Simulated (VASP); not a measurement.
Ta3N:

```xyz
4
Lattice="3.0322 0.0000 0.0000 -1.5161 2.6260 0.0000 0.0000 0.0000 7.5241" Properties=species:S:1:pos:R:3 pbc="T T T"
Ta    1.5161    0.8753    6.2155
Ta    0.0000    1.7507    1.3087
Ta    0.0000    0.0000    3.7621
N     0.0000    0.0000    0.0000
```

```yaml
Program: VASP 6.6.1
Task: relaxation of cell and atoms
Functional: PBEsol
Potentials_or_basis: VASP PAW PBE potentials, release 64 (Ta_pv, N)
Cutoff: 600 eV
k_mesh: 10 × 10 × 4
Occupations: fermi-dirac, width 0.05 eV
Spin: no spin polarisation
Hubbard_terms: Ta d U = 6.0 eV
```

At the start: pressure 11.2 GPa; volume 14.98 Å³/atom.

How do energy, volume and symmetry change on relaxing?

Over 11 steps the energy falls by 24.1 meV/atom and the volume is 15.61 Å³/atom (+4.2 %); space group P-3m1 (No. 164, to 0.1 Å) before and after.

The path:
```tsv
step	energy change (eV)	largest force (eV/Å)	pressure (GPa)	volume (Å³)
1	0.0000	0.3050	11.17	59.91
2	0.4038	0.5406	-20.82	69.43
3	-0.0903	0.0127	-0.51	62.62
4	-0.0905	0.0029	-0.15	62.53
5	-0.0951	0.0822	-0.12	62.53
6	-0.0956	0.1171	-0.10	62.53
7	-0.0964	0.0345	0.08	62.44
8	-0.0964	0.0176	0.11	62.43
9	-0.0964	0.0147	-0.28	62.52
10	-0.0965	0.0030	-0.07	62.47
11	-0.0965	0.0050	0.04	62.44
```

Final structure:
```xyz
4
Lattice="3.0543 0.0000 0.0000 -1.5271 2.6451 0.0000 0.0000 0.0000 7.7286" Properties=species:S:1:pos:R:3 pbc="T T T"
Ta    1.5271    0.8817    6.3722
Ta    0.0000    1.7634    1.3563
Ta   -1.5271    2.6451    3.8643
N    -1.5271    2.6451    0.0000
```

Caveat: the PAW data sets were made with another functional, which shifts forces and pressure a little; U without spin polarisation on a metal has little footing.
